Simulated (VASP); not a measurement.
# Hg2H: single point with PBE

Hg2H:

```
CELL_PARAMETERS angstrom
0.00000 3.10834 3.10834
3.10834 0.00000 3.10834
3.10834 3.10834 0.00000
ATOMIC_POSITIONS crystal
Hg 0.75000 0.75000 0.75000
Hg 0.25000 0.25000 0.25000
H 0.00000 0.00000 0.00000
```

- Program: VASP 6.6.1
- Task: single point
- Functional: PBE
- Potentials or basis: VASP PAW PBE potentials, release 64 (Hg, H)
- Cutoff: 520 eV
- k mesh: 12 × 12 × 12
- Occupations: gaussian, width 0.1 eV
- Spin: no spin polarisation
- Dipole correction: no
- Further INCAR settings: ALGO = Normal; EDIFF = 1e-06; NBANDS = 20

```json
{
  "Pressure": "0.2 GPa"
}
```

Levels at points of the mesh, in eV from the Fermi level:
```
           k point  band 8  band 9  band 10  band 11  band 12  band 13  band 14  band 15  band 16  band 17
(0.00, 0.00, 0.00)   -5.65   -5.65    -5.12    -5.12     0.93     3.80     4.63     4.63     4.63     8.98
(0.50, 0.00, 0.00)   -6.20   -6.19    -6.19    -4.76    -4.16     0.79     5.73     5.73     6.15     6.15
(0.50, 0.50, 0.00)   -6.10   -5.60    -5.15    -3.42    -2.81     0.33     1.50     1.50     2.90    11.39
```

It took 56 s on 1 thread of Intel(R) Xeon(R) Platinum 8259CL CPU @ 2.50GHz (Skylake/Cascade Lake) (shared host), peak memory 0.24 GiB.

Caveat: spin-orbit coupling is left out, which moves the levels of the heavy elements.
